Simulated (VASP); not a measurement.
A run of VASP 6.6.1 is set up as follows.

File INCAR:

```
SYSTEM = CdSe
ALGO = Normal
EDIFF = 1E-6
ENCUT = 520
GGA = PE
ISIF = 2
ISMEAR = 0
LASPH = .True.
LCHARG = .True.
LELF = .True.
LREAL = .False.
LVHAR = .True.
LWAVE = .False.
NBANDS = 26
NELM = 60
PREC = Accurate
SIGMA = 0.05
```

File KPOINTS:

```
k-points
0
Gamma
  6 6 4
  0 0 0
```

POSCAR

```
CdSe
1.0
    4.2984999142      0.0000000000      0.0000000000
   -2.1492499571      3.7226101239      0.0000000000
    0.0000000000      0.0000000000      7.0152000000
Cd Se
2 2
Direct
    0.6666666667      0.3333333333      0.0427642833
    0.3333333333      0.6666666667      0.5000000000
    0.6666666667      0.3333333333      0.3750000000
    0.3333333333      0.6666666667      0.8750000000
```

Potentials or basis: VASP PAW PBE potentials, release 64 (Cd, Se).

The run is started by

```bash
$ cat potpaw_PBE.64/Cd/POTCAR potpaw_PBE.64/Se/POTCAR > POTCAR
$ mpirun -np 1 vasp_std > vasp.out
```

**Question.** Estimate the pressure.

**Answer.** 4.7 GPa.

**Question.** Predict the largest force.

**Answer.** 3.433 eV/Å.

Forces in eV/Å, atoms in the order of the input:
```
Cd   0.000  0.000 -3.433
Cd   0.000  0.000  0.418
Se   0.000  0.000  2.571
Se   0.000  0.000  0.443
```

Caveat: the cell differs from its parent crystal (atom 1 (Cd) moved by (+0.000, +0.300) A along y and z); forces of over 1 eV/Å act on the atoms, so gaps and moduli don't describe the material at rest.
